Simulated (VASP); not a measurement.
# GaAs (F-43m) in VASP: notebook, part 2 of 2

VASP 6.6.1. The steps go on from the part before.

**3. Single point, HF**

This run uses another cell than the first one, of 22.59 Å³/atom.

POSCAR reads:

```
GaAs
1.0
    0.0000000000      2.8268500000      2.8268500000
    2.8268500000      0.0000000000      2.8268500000
    2.8268500000      2.8268500000      0.0000000000
As Ga
1 1
Direct
    0.7500000000      0.7500000000      0.7500000000
    0.0000000000      0.0000000000      0.0000000000
```

INCAR.step1 reads:

```
ALGO = Normal
EDIFF = 1E-5
ENCUT = 520
GGA = PE
ISIF = 2
ISMEAR = -1
LASPH = True
LREAL = False
LWAVE = True
NBANDS = 16
NELM = 100
PREC = Accurate
SIGMA = 0.05
```

INCAR.step2 reads:

```
AEXX = 1.0
AGGAC = 0.0
ALDAC = 0.0
ALGO = Normal
EDIFF = 1E-6
ENCUT = 520
GGA = PE
ISIF = 2
ISMEAR = -1
ISTART = 1
LASPH = True
LCHARG = True
LELF = True
LHFCALC = True
LREAL = False
LVHAR = True
LWAVE = False
NBANDS = 16
NELM = 100
PREC = Accurate
PRECFOCK = Normal
SIGMA = 0.05
```

KPOINTS reads:

```
k-points
0
Gamma
  4 4 4
```

Potentials or basis: VASP PAW PBE potentials, release 64 (As, Ga_d).

Launch:

```console
$ cat potpaw_PBE.64/As/POTCAR potpaw_PBE.64/Ga_d/POTCAR > POTCAR
$ cp INCAR.step1 INCAR
$ mpirun -np 1 vasp_std > vasp.out
$ cp INCAR.step2 INCAR
$ mpirun -np 1 vasp_std > vasp.out
```

OUTCAR:

```text
AEXX = 1.0
   EDIFF = 1E-6
   ENCUT = 520
   GGA = PE
   ISIF = 2
   ISMEAR = -1
   ISTART = 1
   LASPH = True
   LHFCALC = True
   LREAL = False
   NELM = 100
   PREC = Accurate
   PRECFOCK = Normal

 ion  position               nearest neighbor table
   1  0.750  0.750  0.750-   2 2.45   2 2.45   2 2.45   2 2.45
   2  0.000  0.000  0.000-   1 2.45   1 2.45   1 2.45   1 2.45

  LATTYP: Found a face centered cubic cell.
 ALAT       =     5.6537000000

  Lattice vectors:

 A1 = (   0.0000000000,   2.8268500000,   2.8268500000)
 A2 = (   2.8268500000,   0.0000000000,   2.8268500000)
 A3 = (   2.8268500000,   2.8268500000,   0.0000000000)

Analysis of symmetry for initial positions (statically):
=====================================================================
 Subroutine PRICEL returns:
 Original cell was already a primitive cell.

 Routine SETGRP: Setting up the symmetry group for a
 face centered cubic supercell.

 Subroutine GETGRP returns: Found 24 space group operations
 (whereof 24 operations were pure point group operations)
 out of a pool of 48 trial point group operations.
[... 150 lines left out ...]
  free energy    TOTEN  =       -16.34564764 eV

  energy without entropy =      -16.34564764  energy(sigma->0) =      -16.34564764

 E-fermi :   2.9638     XC(G=0):   0.0000

 val. band max:        1.8023210934   @ k =   0.0000   0.0000   0.0000
 cond. band min:       9.2883825265   @ k =   0.5000   0.5000   0.0000
 fundamental gap:      7.4860614331
 Fermi energy:         2.9637980918

 k-point     1 :       0.0000    0.0000    0.0000
  band No.  band energies     occupation
      1     -23.1914      2.00000
      2     -23.1914      2.00000
      3     -23.1914      2.00000
      4     -23.0912      2.00000
      5     -23.0912      2.00000
      6     -15.7125      2.00000
[... 129 lines left out ...]
      3     -23.1565      2.00000
      4     -23.0998      2.00000
      5     -23.0892      2.00000
      6     -12.2183      2.00000
[... 8 lines left out ...]
     15      22.4884      0.00000
     16      23.3577      0.00000

------------------------ aborting loop because EDIFF is reached ----------------------------------------

  FORCE on cell =-STRESS in cart. coord.  units (eV):
  Direction    XX          YY          ZZ          XY          YZ          ZX
  --------------------------------------------------------------------------------------
  -------------------------------------------------------------------------------------
  Total        0.9810460      0.9810460      0.9810460      0.0000000      0.0000000     -0.0000000
  in kB       34.7905804     34.7905804     34.7905804      0.0000000      0.0000000     -0.0000000
  external PRESSURE =      34.7905804 kB  Pullay stress =       0.0000000 kB

 VOLUME and BASIS-vectors are now :
 -----------------------------------------------------------------------------
  energy-cutoff  :      520.00
  volume of cell :       45.18
      direct lattice vectors                 reciprocal lattice vectors
     0.000000000  2.826850000  2.826850000    -0.176875321  0.176875321  0.176875321
     2.826850000  0.000000000  2.826850000     0.176875321 -0.176875321  0.176875321
     2.826850000  2.826850000  0.000000000     0.176875321  0.176875321 -0.176875321

 POSITION                                       TOTAL-FORCE (eV/Angst)
 -----------------------------------------------------------------------------------
      4.24027      4.24027      4.24027         0.000000      0.000000      0.000000
      0.00000      0.00000      0.00000        -0.000000     -0.000000     -0.000000
 -----------------------------------------------------------------------------------
    total drift:                                0.000035      0.000041      0.000021

  FREE ENERGIE OF THE ION-ELECTRON SYSTEM (eV)
  ---------------------------------------------------
  free  energy   TOTEN  =       -16.3456476365 eV

  energy  without entropy=      -16.3456476365  energy(sigma->0) =      -16.34564764
```

OUTCAR.step1:

```text
EDIFF = 1E-5
   ENCUT = 520
   GGA = PE
   ISIF = 2
   ISMEAR = -1
[... 354 lines left out ...]
 -----------------------------------------------------------------------------------
      4.24027      4.24027      4.24027         0.000000      0.000000      0.000000
      0.00000      0.00000      0.00000        -0.000000     -0.000000     -0.000000
 -----------------------------------------------------------------------------------
    total drift:                               -0.000002     -0.000002     -0.000002

  FREE ENERGIE OF THE ION-ELECTRON SYSTEM (eV)
  ---------------------------------------------------
  free  energy   TOTEN  =        -8.0731900789 eV

  energy  without entropy=       -8.0729884776  energy(sigma->0) =       -8.07308928
```

Wall time 9.3 min (1 thread of Intel Xeon Platinum 8259CL at 2.50GHz (Skylake/Cascade Lake), shared host); peak memory 0.19 GiB.

What came out:

| Quantity | Value |
| --- | --- |
| Free energy | -16.3456 eV |
| Pressure | 3.5 GPa |
| Band gap on the k mesh | 7.49 eV (least direct gap 7.90 eV) |

Levels at points of the mesh, in eV from the valence-band top:
| k point | band 6 | band 7 | band 8 | band 9 | band 10 | band 11 | band 12 | band 13 |
| --- | --- | --- | --- | --- | --- | --- | --- | --- |
| (0.00, 0.00, 0.00) | -17.51 | 0.00 | 0.00 | 0.00 | 7.90 | 10.51 | 10.51 | 10.51 |
| (0.50, 0.00, 0.00) | -15.12 | -8.67 | -1.44 | -1.44 | 7.75 | 11.44 | 11.44 | 14.85 |
| (0.50, 0.50, 0.00) | -14.09 | -8.82 | -3.46 | -3.46 | 7.49 | 7.96 | 19.01 | 19.01 |

Caveat: the k points lie up to 0.48 Å⁻¹ apart; the PAW data sets were made with another functional, which shifts forces and pressure a little.

**4. Single point, HF**

This run uses another cell than the first one, of 23.04 Å³/atom.

POSCAR reads:

```
GaAs
1.0
    0.0000000000      2.8455714065      2.8455714065
    2.8455714065      0.0000000000      2.8455714065
    2.8455714065      2.8455714065      0.0000000000
As Ga
1 1
Direct
    0.7500000000      0.7500000000      0.7500000000
    0.0000000000      0.0000000000      0.0000000000
```

INCAR.step1 reads:

```
SYSTEM = GaAs
ALGO = Normal ; EDIFF = 1E-5
ENCUT = 520 ; GGA = PE
ISIF = 2 ; ISMEAR = -1
LASPH = .TRUE. ; LCHARG = .FALSE.
LREAL = .FALSE. ; LWAVE = .TRUE.
NBANDS = 16 ; NELM = 60
PREC = Accurate ; SIGMA = 0.05
```

INCAR.step2 reads:

```
SYSTEM = GaAs
AEXX = 1.0 ; AGGAC = 0.0
ALDAC = 0.0 ; ALGO = Normal
EDIFF = 1E-7 ; ENCUT = 520
GGA = PE ; ISIF = 2
ISMEAR = -1 ; ISTART = 1
LASPH = .TRUE. ; LCHARG = .FALSE.
LHFCALC = .TRUE. ; LREAL = .FALSE.
LWAVE = .FALSE. ; NBANDS = 16
NELM = 60 ; PREC = Accurate
PRECFOCK = Normal ; SIGMA = 0.05
```

KPOINTS reads:

```
k-points
0
G
  4 4 4
  0 0 0
```

Potentials or basis: VASP PAW PBE potentials, release 64 (As, Ga_d).

Launch:

```console
$ cat potpaw_PBE.64/As/POTCAR potpaw_PBE.64/Ga_d/POTCAR > POTCAR
$ cp INCAR.step1 INCAR
$ mpirun -np 1 vasp_std > vasp.out
$ cp INCAR.step2 INCAR
$ mpirun -np 1 vasp_std > vasp.out
```

OUTCAR:

```text
SYSTEM = GaAs
   AEXX = 1.0
   EDIFF = 1E-7
   ENCUT = 520
   GGA = PE
   ISIF = 2
   ISMEAR = -1
   ISTART = 1
   LASPH = .TRUE.
   LHFCALC = .TRUE.
   LREAL = .FALSE.
   NELM = 60
   PREC = Accurate
   PRECFOCK = Normal

 ion  position               nearest neighbor table
   1  0.750  0.750  0.750-   2 2.46   2 2.46   2 2.46   2 2.46
   2  0.000  0.000  0.000-   1 2.46   1 2.46   1 2.46   1 2.46

  LATTYP: Found a face centered cubic cell.
 ALAT       =     5.6911428130

[... 329 lines left out ...]

------------------------ aborting loop because EDIFF is reached ----------------------------------------

  FORCE on cell =-STRESS in cart. coord.  units (eV):
  Direction    XX          YY          ZZ          XY          YZ          ZX
  --------------------------------------------------------------------------------------
  -------------------------------------------------------------------------------------
  Total        0.4753567      0.4753567      0.4753567      0.0000000      0.0000000     -0.0000000
  in kB       16.5269119     16.5269119     16.5269119      0.0000000      0.0000000     -0.0000000
  external PRESSURE =      16.5269119 kB  Pullay stress =       0.0000000 kB

 VOLUME and BASIS-vectors are now :
 -----------------------------------------------------------------------------
  energy-cutoff  :      520.00
  volume of cell :       46.08
      direct lattice vectors                 reciprocal lattice vectors
     0.000000000  2.845571406  2.845571406    -0.175711633  0.175711633  0.175711633
     2.845571406  0.000000000  2.845571406     0.175711633 -0.175711633  0.175711633
     2.845571406  2.845571406  0.000000000     0.175711633  0.175711633 -0.175711633

 POSITION                                       TOTAL-FORCE (eV/Angst)
 -----------------------------------------------------------------------------------
      4.26836      4.26836      4.26836         0.000000      0.000000      0.000000
      0.00000      0.00000      0.00000        -0.000000     -0.000000     -0.000000
 -----------------------------------------------------------------------------------
    total drift:                                0.000004      0.000015      0.000007

  FREE ENERGIE OF THE ION-ELECTRON SYSTEM (eV)
  ---------------------------------------------------
  free  energy   TOTEN  =       -16.3599902464 eV

  energy  without entropy=      -16.3599902464  energy(sigma->0) =      -16.35999025
```

OUTCAR.step1:

```text
SYSTEM = GaAs
   EDIFF = 1E-5
   ENCUT = 520
   GGA = PE
   ISIF = 2
   ISMEAR = -1
   LASPH = .TRUE.
[... 354 lines left out ...]
      4.26836      4.26836      4.26836         0.000000      0.000000      0.000000
      0.00000      0.00000      0.00000        -0.000000     -0.000000     -0.000000
 -----------------------------------------------------------------------------------
    total drift:                               -0.000002     -0.000002     -0.000002

  FREE ENERGIE OF THE ION-ELECTRON SYSTEM (eV)
  ---------------------------------------------------
  free  energy   TOTEN  =        -8.0901137889 eV

  energy  without entropy=       -8.0894520239  energy(sigma->0) =       -8.08978291
```

OSZICAR.step1:

```text
N       E                     dE             d eps       ncg     rms          rms(c)
DAV:   1     0.805658028389E+02    0.80566E+02   -0.91310E+03   256   0.155E+03
DAV:   2    -0.197136864359E+01   -0.82537E+02   -0.78936E+02   288   0.295E+02
DAV:   3    -0.817124378185E+01   -0.61999E+01   -0.61739E+01   336   0.644E+01
DAV:   4    -0.826972720863E+01   -0.98483E-01   -0.98475E-01   304   0.894E+00
DAV:   5    -0.827131313952E+01   -0.15859E-02   -0.15859E-02   336   0.104E+00    0.292E+00
DAV:   6    -0.810915980303E+01    0.16215E+00   -0.23749E-01   392   0.813E+00    0.176E+00
DAV:   7    -0.808784416732E+01    0.21316E-01   -0.72802E-02   336   0.185E+00    0.586E-01
DAV:   8    -0.808939307205E+01   -0.15489E-02   -0.12390E-02   312   0.124E+00    0.114E-01
DAV:   9    -0.808995049103E+01   -0.55742E-03   -0.11779E-03   288   0.420E-01    0.544E-02
DAV:  10    -0.809004432645E+01   -0.93835E-04   -0.93881E-05   360   0.930E-02    0.302E-02
DAV:  11    -0.809011354728E+01   -0.69221E-04   -0.96093E-05   280   0.730E-02    0.353E-03
DAV:  12    -0.809011378888E+01   -0.24160E-06   -0.15184E-06   256   0.161E-02
   1 F= -.80901138E+01 E0= -.80897829E+01  d E =-.661765E-03
```

Run time: 10 min. Hardware: 1 thread of Intel Xeon Platinum 8259CL at 2.50GHz (Skylake/Cascade Lake), shared host; peak memory 0.17 GiB.

What came out:

```
Free energy            : -16.3600 eV
Pressure               : 1.7 GPa
Band gap on the k mesh : 7.50 eV (least direct gap 7.68 eV)
```

Caveat: the k points lie up to 0.48 Å⁻¹ apart; the PAW data sets were made with another functional, which shifts forces and pressure a little. A k mesh can miss the band edges.

**5. The runs side by side**

| cell | gap on the mesh (eV) | pressure (GPa) |
| --- | --- | --- |
| a = 3.971 Å, angles 60.0°, 2 atoms | 7.47 | 5.5 |
| a = 3.998 Å, angles 60.0°, 2 atoms | 7.49 | 3.5 |
| a = 4.024 Å, angles 60.0°, 2 atoms | 7.50 | 1.7 |

Alike in all rows: task single point; level HF; potentials or basis VASP PAW PBE potentials, release 64 (As, Ga_d); no spin polarisation; k mesh 4 × 4 × 4; cutoff (eV) 520; smearing fermi-dirac 0.05 eV.

Caveats: all runs use coarse meshes; the PAW data sets were made with another functional, which shifts forces and pressure a little.

Total energies depend on the potentials used, so only differences within one code and one set of settings carry meaning.
